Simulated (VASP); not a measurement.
# Hg (P-1) in VASP: notebook

Runs on Hg. Level: LDA. Tasks: single point.

All numbers are computed with VASP 6.6.1; they aren't measurements. Logs are shortened: lines on timing, memory, paths and dates and some standing lists are left out, and cuts for length are marked.

## 1. The cell of the first run

The typed cell holds 1 atom: a = 3.014 Å, b = 2.980 Å, c = 2.997 Å, α = 69.70°, β = 71.33°, γ = 70.52°.

## 2. Single point, LDA (strain +0.0300 x Voigt [0, 0, 0, 0, 0, 1])

File INCAR:

```
SYSTEM = Hg
PREC = Accurate
ENCUT = 520
EDIFF = 1E-6
ISMEAR = 0
SIGMA = 0.15
LREAL = .False.
LASPH = .True.
NELM = 60
ALGO = Fast
ISIF = 2
LWAVE = .False.
LCHARG = .False.
NBANDS = 12
```

File KPOINTS:

```
regular mesh
0
Gamma
  18 18 18
  0 0 0
```

File POSCAR:

```
Hg
1.0
    1.7449826987      1.0247662354      2.2340000000
   -1.7150182119      0.9728662218      2.2340000000
   -0.0299644869     -1.9976324571      2.2340000000
Hg
1
Direct
    0.0000000000      0.0000000000      0.0000000000
```

Potentials or basis: VASP PAW LDA potentials, release 64 (Hg).

The run is started by

```sh
cat potpaw_LDA.64/Hg/POTCAR > POTCAR
mpirun -np 1 vasp_std > vasp.out
```

OUTCAR:

```text
SYSTEM = Hg
   PREC = Accurate
   ENCUT = 520
   EDIFF = 1E-6
   ISMEAR = 0
   LREAL = .False.
   LASPH = .True.
   NELM = 60
   ISIF = 2

 ion  position               nearest neighbor table
   1  0.000  0.000  0.000-

  LATTYP: Found a triclinic cell.
 ALAT       =     2.9796832303
 B/A-ratio  =     2.3101960649
 C/A-ratio  =     1.0058217096
 COS(alpha) =     0.0051673891
 COS(beta)  =     0.3469929459
 COS(gamma) =     0.8606727017

  Lattice vectors:

 A1 = (   1.7150182119,  -0.9728662218,  -2.2340000000)
 A2 = (   1.6550892382,  -4.9681311361,  -4.4680000000)
 A3 = (   0.0299644869,   1.9976324571,  -2.2340000000)

Analysis of symmetry for initial positions (statically):
=====================================================================
 Subroutine PRICEL returns:
 Original cell was already a primitive cell.

 Routine SETGRP: Setting up the symmetry group for a
 triclinic supercell.

 Subroutine GETGRP returns: Found  2 space group operations
 (whereof  2 operations were pure point group operations)
 out of a pool of  2 trial point group operations.

The static configuration has the point symmetry S_2 .

Analysis of symmetry for dynamics (positions and initial velocities):
=====================================================================
 Subroutine PRICEL returns:
 Original cell was already a primitive cell.

 Routine SETGRP: Setting up the symmetry group for a
 triclinic supercell.

 Subroutine GETGRP returns: Found  2 space group operations
 (whereof  2 operations were pure point group operations)
 out of a pool of  2 trial point group operations.

The dynamic configuration has the point symmetry S_2 .

 Subroutine INISYM returns: Found  2 space group operations
 (whereof  2 operations are pure point group operations),
 and found     1 'primitive' translations

----------------------------------------------------------------------------------------

                                     Primitive cell

  volume of cell :      23.1563

  direct lattice vectors                    reciprocal lattice vectors
     1.744982699  1.024766235  2.234000000     0.286578782  0.162565514  0.149209191
    -1.715018212  0.972866222  2.234000000    -0.291585835  0.171237983  0.149209191
    -0.029964487 -1.997632457  2.234000000     0.005007052 -0.333803497  0.149209191

  length of vectors
     3.014277103  2.979683230  2.997030081     0.361688163  0.369605369  0.365668194

  position of ions in fractional coordinates (direct lattice)
     0.000000000  0.000000000  0.000000000

  ion indices of the primitive-cell ions
   primitive index   ion index
                 1           1

----------------------------------------------------------------------------------------

 KPOINTS: regular mesh

Automatic generation of k-mesh.
 Grid dimensions read from file:
 generate k-points for:   18   18   18

 Generating k-lattice:

  Cartesian coordinates                     Fractional coordinates (reciprocal lattice)
     0.015921043  0.009031417  0.008289400     0.055555556  0.000000000  0.000000000
    -0.016199213  0.009513221  0.008289400     0.000000000  0.055555556  0.000000000
     0.000278170 -0.018544639  0.008289400     0.000000000  0.000000000  0.055555556

  Length of vectors
     0.020093787  0.020533632  0.020314900

  Shift w.r.t. Gamma in fractional coordinates (k-lattice)
     0.000000000  0.000000000  0.000000000

 Subroutine IBZKPT returns following result:
 ===========================================

 Found   2920 irreducible k-points:

 Following reciprocal coordinates:
            Coordinates               Weight
  0.000000  0.000000  0.000000      1.000000
  0.055556  0.000000 -0.000000      2.000000
  0.111111  0.000000 -0.000000      2.000000
  0.166667 -0.000000 -0.000000      2.000000
  0.222222 -0.000000 -0.000000      2.000000
  0.277778  0.000000  0.000000      2.000000
[... 16 lines left out ...]
 -0.333333  0.055556  0.000000      2.000000
 -0.277778  0.055556  0.000000      2.000000
 [... further k-points ...]
   k-points           NKPTS =   2920   k-points in BZ     NKDIM =   2920   number of bands    NBANDS=     12
   number of dos      NEDOS =    301   number of ions     NIONS =      1
   total plane-waves  NPLWV =  13824
   dimension x,y,z NGX =    24 NGY =   24 NGZ =   24
   dimension x,y,z NGXF=    48 NGYF=   48 NGZF=   48
   ions per type =               1
   NGX,Y,Z   is equivalent  to a cutoff of  13.24, 13.39, 13.31 a.u.
   NGXF,Y,Z  is equivalent  to a cutoff of  26.47, 26.78, 26.63 a.u.
 SYSTEM =  Hg
   PREC   = accura    normal or accurate (medium, high low for compatibility)
   ISTART =      0    job   : 0-new  1-cont  2-samecut
   ICHARG =      2    charge: 1-file 2-atom 10-const
   ISPIN  =      1    spin polarized calculation?
   LNONCOLLINEAR =      F non collinear calculations
   LSORBIT =      F    spin-orbit coupling
   LASPH  =      T    aspherical Exc in radial PAW
   ENCUT  =  520.0 eV  38.22 Ry    6.18 a.u.   5.60  5.54  5.57*2*pi/ulx,y,z
   NELM   =     60;   NELMIN=  2; NELMDL= -5     # of ELM steps
   EDIFF  = 0.1E-05   stopping-criterion for ELM
   LREAL  =      F    real-space projection
   EDIFFG = 0.1E-04   stopping-criterion for IOM
   NSW    =      0    number of steps for IOM
   IBRION =     -1    ionic relax: 0-MD 1-quasi-New 2-CG
   NFREE  =      0    steps in history (QN), initial steepest desc. (CG)
   ISIF   =      2    stress and relaxation
   ISYM   =      2    0-nonsym 1-usesym 2-fastsym
   POTIM  = 0.5000    time-step for ionic-motion
   TEBEG  =    0.0;   TEEND  =   0.0 temperature during run
   PSTRESS=    0.0 pullay stress
   NELECT =      12.0000    total number of electrons
   NUPDOWN=      -1.0000    fix difference up-down
   EMIN   =  10.00;   EMAX   =-10.00  energy-range for DOS
   EFERMI =   0.00;   METHOD = LEGACY
   ISMEAR =     0;   SIGMA  =   0.15  broadening in eV -4-tet -1-fermi 0-gaus
   EFERMI_NEDOS =   21; number of points for ismear=-14 and -15
   IALGO  =     68    algorithm
   IMIX   =      4    mixing-type and parameters
     AMIX     =   0.40;   BMIX     =  1.00
     AMIX_MAG =   1.60;   BMIX_MAG =  1.00
  volume/ion in A,a.u.               =      23.16       156.27
  Fermi-wavevector in a.u.,A,eV,Ry     =   1.314960  2.484913 23.526089  1.729119
  Thomas-Fermi vector in A             =   2.445176
   LORBIT       =      0    0 simple, 1 ext, 2 COOP (PROOUT), +10 PAW based schemes
   GGA     = CA    functional components
   LHFCALC =     F    Hartree Fock is set to
   AEXX    =    0.0000 exact exchange contribution
   IVDW    =     0    specifies the selected vdW correction
   LEPSILON=     F    determine dielectric tensor
   LRPA    =     F    only Hartree local field effects (RPA)
 non-spin polarized calculation
 RMM-DIIS sequential band-by-band and
 Gauss-broadening in eV      SIGMA  =   0.15
  energy-cutoff  :      520.00
  volume of cell :       23.16
 maximum number of plane-waves:       641
   NGX = 11   NGY = 11   NGZ = 11

 number of electron      12.0000002 magnetization

 Free energy of the ion-electron system (eV)
  ---------------------------------------------------
  ext. energy  EPLUGINS =         0.00000000
  ---------------------------------------------------
  free energy    TOTEN  =        -0.96077249 eV

  energy without entropy =       -0.95695084  energy(sigma->0) =       -0.95886166

 E-fermi :   2.7413     XC(G=0): -11.2657

 val. band max:        2.7402502991   @ k =  -0.3889   0.2778   0.4444
 cond. band min:       2.7417791381   @ k =   0.5000  -0.2778   0.4444
 fundamental gap:      0.0015288390
 Fermi energy:         2.7413369344

 k-point     1 :       0.0000    0.0000    0.0000
  band No.  band energies     occupation
      1      -6.6635      2.00000
      2      -5.0698      2.00000
      3      -5.0321      2.00000
      4      -3.7304      2.00000
      5      -3.5630      2.00000
      6      -3.5174      2.00000
      7      14.7040      0.00000
      8      15.1994      0.00000
      9      15.7080      0.00000
     10      19.8401      0.00000
     11      21.0291      0.00000
     12      21.4278      0.00000

 k-point     2 :       0.0556    0.0000   -0.0000
  band No.  band energies     occupation
      1      -6.5961      2.00000
      2      -5.0494      2.00000
      3      -5.0261      2.00000
      4      -3.7298      2.00000
      5      -3.5650      2.00000
      6      -3.5263      2.00000
      7      14.0375      0.00000
      8      15.1700      0.00000
      9      15.7316      0.00000
     10      20.3638      0.00000
     11      21.2191      0.00000
     12      21.3920      0.00000

 k-point     3 :       0.1111    0.0000   -0.0000
  band No.  band energies     occupation
      1      -6.4061      2.00000
      2      -5.0190      2.00000
      3      -4.9708      2.00000
      4      -3.7269      2.00000
      5      -3.5701      2.00000
      6      -3.5480      2.00000
      7      12.4607      0.00000
      8      15.2817      0.00000
      9      15.8347      0.00000
     10      20.6776      0.00000
     11      21.2535      0.00000
     12      22.3044      0.00000
[... 286 lines left out ...]
 k-point    23 :      -0.3333    0.0556    0.0000
  band No.  band energies     occupation
      1      -5.6333      2.00000
      2      -4.9964      2.00000
      3      -3.7553      2.00000
      4      -3.6585      2.00000
      5      -3.3968      2.00000
      6      -2.7453      2.00000
      7       4.8140      0.00000
      8      14.3373      0.00000
      9      16.1418      0.00000
     10      20.3330      0.00000
     11      20.6078      0.00000
     12      22.2416      0.00000

 k-point    24 :      -0.2778    0.0556    0.0000
  band No.  band energies     occupation
      1      -5.6689      2.00000
      2      -4.9847      2.00000
      3      -3.8816      2.00000
      4      -3.7339      2.00000
      5      -3.5849      2.00000
      6      -3.2951      2.00000
      7       6.5419      0.00000
      8      14.2957      0.00000
      9      16.2850      0.00000
     10      20.2889      0.00000
     11      20.9227      0.00000
     12      22.5270      0.00000

 [... further k-points ...]

------------------------ aborting loop because EDIFF is reached ----------------------------------------

  FORCE on cell =-STRESS in cart. coord.  units (eV):
  Direction    XX          YY          ZZ          XY          YZ          ZX
  --------------------------------------------------------------------------------------
  -------------------------------------------------------------------------------------
  Total       -0.1183107     -0.1177263     -0.2785275     -0.0244476      0.0050253     -0.0113856
  in kB       -8.1858930     -8.1454581    -19.2712640     -1.6915236      0.3476964     -0.7877704
  external PRESSURE =     -11.8675384 kB  Pullay stress =       0.0000000 kB

 VOLUME and BASIS-vectors are now :
 -----------------------------------------------------------------------------
  energy-cutoff  :      520.00
  volume of cell :       23.16
      direct lattice vectors                 reciprocal lattice vectors
     1.744982699  1.024766235  2.234000000     0.286578782  0.162565514  0.149209191
    -1.715018212  0.972866222  2.234000000    -0.291585835  0.171237983  0.149209191
    -0.029964487 -1.997632457  2.234000000     0.005007052 -0.333803497  0.149209191

 POSITION                                       TOTAL-FORCE (eV/Angst)
 -----------------------------------------------------------------------------------
      0.00000      0.00000      0.00000        -0.000000      0.000000      0.000000
 -----------------------------------------------------------------------------------
    total drift:                                0.000000     -0.000000     -0.000000

  FREE ENERGIE OF THE ION-ELECTRON SYSTEM (eV)
  ---------------------------------------------------
  free  energy   TOTEN  =        -0.9607724872 eV

  energy  without entropy=       -0.9569508416  energy(sigma->0) =       -0.95886166
```

Wall time 3.7 min (1 thread of AMD EPYC 9R45 (Zen 5), shared host); peak memory 0.77 GiB.

What came out:

```yaml
Free_energy: -0.9608 eV
Pressure: -1.2 GPa
Band_gap_on_the_k_mesh: zero (bands 6 and 7 overlap by 3.39 eV)
```

Stress tensor (GPa, compression positive):
```
-0.82 -0.17 -0.08
-0.17 -0.81  0.03
-0.08  0.03 -1.93
```

Caveat: the cell differs from its parent crystal (strain +0.0300 x Voigt [0, 0, 0, 0, 0, 1]); spin-orbit coupling is left out, which moves the levels of the heavy elements.

## 3. Single point, LDA (strain -0.0200 x Voigt [0, 0, 0, 0, 0, 1])

File INCAR:

```
ALGO = Fast
EDIFF = 1E-6
ENCUT = 520
GGA = CA
ISIF = 2
ISMEAR = 0
LASPH = True
LCHARG = False
LREAL = False
LWAVE = False
NBANDS = 12
NELM = 80
PREC = Accurate
SIGMA = 0.15
```

File KPOINTS:

```
k-points
0
Gamma
  18 18 18
```

File POSCAR:

```
Hg
1.0
    1.7200122930      0.9815162240      2.2340000000
   -1.7399886176      1.0161162331      2.2340000000
    0.0199763246     -1.9976324571      2.2340000000
Hg
1
Direct
    0.0000000000      0.0000000000      0.0000000000
```

Potentials or basis: VASP PAW LDA potentials, release 64 (Hg).

The run is started by

```sh
cat potpaw_LDA.64/Hg/POTCAR > POTCAR
mpirun -np 1 vasp_std > vasp.out
```

Run time: 3.5 min. Hardware: 1 thread of AMD EPYC 9R45 (Zen 5), shared host; peak memory 0.77 GiB.

It converged, with:

| Item | Value |
| --- | --- |
| Free energy | -0.9610 eV |
| Pressure | -1.2 GPa |
| Band gap on the k mesh | zero (bands 6 and 7 overlap by 3.36 eV) |

Stress tensor (GPa, compression positive):
```
-0.83  0.12  0.04
 0.12 -0.83  0.02
 0.04  0.02 -1.91
```

Levels at points of the mesh, in eV from the Fermi level:
| k point | band 2 | band 3 | band 4 | band 5 | band 6 | band 7 | band 8 | band 9 | band 10 | band 11 |
| --- | --- | --- | --- | --- | --- | --- | --- | --- | --- | --- |
| (0.00, 0.00, 0.00) | -7.81 | -7.78 | -6.47 | -6.30 | -6.27 | 12.07 | 12.47 | 12.82 | 17.15 | 18.31 |
| (0.50, 0.00, 0.00) | -7.83 | -6.46 | -6.34 | -5.94 | -2.11 | -2.09 | 12.15 | 12.35 | 17.25 | 17.32 |
| (0.00, 0.50, 0.00) | -7.80 | -6.50 | -6.35 | -5.96 | -2.33 | -2.17 | 12.54 | 12.84 | 17.12 | 17.79 |
| (0.50, 0.50, 0.00) | -8.11 | -6.20 | -6.00 | -5.48 | -0.25 | 0.75 | 4.65 | 9.92 | 10.12 | 15.50 |
| (0.00, 0.00, 0.50) | -7.81 | -6.48 | -6.35 | -5.95 | -2.22 | -2.13 | 12.34 | 12.59 | 17.19 | 17.55 |
| (0.50, 0.00, 0.50) | -8.12 | -6.21 | -6.02 | -5.48 | -0.31 | 0.70 | 4.87 | 9.85 | 10.32 | 15.44 |
| (0.00, 0.50, 0.50) | -8.09 | -6.18 | -5.99 | -5.48 | -0.19 | 0.80 | 4.42 | 9.91 | 10.00 | 15.56 |
| (0.50, 0.50, 0.50) | -7.43 | -7.34 | -5.59 | -5.57 | -0.29 | 1.25 | 9.14 | 9.46 | 11.05 | 14.99 |

Caveat: the cell differs from its parent crystal (strain -0.0200 x Voigt [0, 0, 0, 0, 0, 1]); spin-orbit coupling is left out, which moves the levels of the heavy elements.
